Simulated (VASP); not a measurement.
# Cl: single point with PBEsol

Crystal: Cl.

```
Cl
1.0
     3.44800   -1.94071    0.00000
     3.44800    1.94071    0.00000
     0.00000    0.00000    8.00014
Cl
4
Direct
  0.87329 0.12671 0.11123
  0.62671 0.37329 0.61123
  0.12671 0.87329 0.88877
  0.37329 0.62671 0.38877
```

```yaml
Program: VASP 6.6.1
Task: single point
Functional: PBEsol
Potentials_or_basis: VASP PAW PBE potentials, release 64 (Cl)
Cutoff: 520 eV
k_mesh: 8 × 8 × 4
Occupations: gaussian, width 0.02 eV
Spin: no spin polarisation
```

- Pressure: -0.3 GPa
- Largest force: 0.144 eV/Å
- Band gap on the k mesh: 2.07 eV

Forces in eV/Å, atoms in the order of the input:
```
Cl   0.000 -0.066 -0.129
Cl   0.000  0.066 -0.129
Cl   0.000  0.066  0.129
Cl   0.000 -0.066  0.129
```

Stress tensor (GPa, compression positive):
```
-0.04  0.00  0.00
 0.00 -0.17  0.00
 0.00  0.00 -0.58
```

Levels at points of the mesh, in eV from the valence-band top:
```tsv
k point	band 11	band 12	band 13	band 14	band 15	band 16	band 17	band 18
(0.00, 0.00, 0.00)	-1.20	-0.47	-0.47	0.00	2.07	3.06	6.38	6.88
(0.50, 0.00, 0.00)	-1.11	-1.11	-0.56	-0.56	2.96	2.96	7.63	7.63
(0.50, 0.50, 0.00)	-1.66	-1.32	-0.51	-0.21	2.12	2.94	8.05	8.20
(0.00, 0.00, 0.50)	-1.02	-1.02	-0.22	-0.22	2.48	2.48	6.87	6.87
(0.50, 0.00, 0.50)	-0.72	-0.72	-0.18	-0.18	2.50	2.50	7.95	7.95
(0.50, 0.50, 0.50)	-1.09	-1.09	-0.87	-0.87	2.46	2.46	8.88	8.88
```

Wall time 67 s on 1 thread of AMD EPYC 9R45 96-Core Processor (Zen 5) (shared host), peak memory 0.23 GiB.

Caveat: this functional lacks dispersion, which holds the molecules together, so the pressure and a relaxed volume are unreliable; the PAW data sets were made with another functional, which shifts forces and pressure a little. A hybrid or GW would open this gap; PBEsol tends to underestimate it.
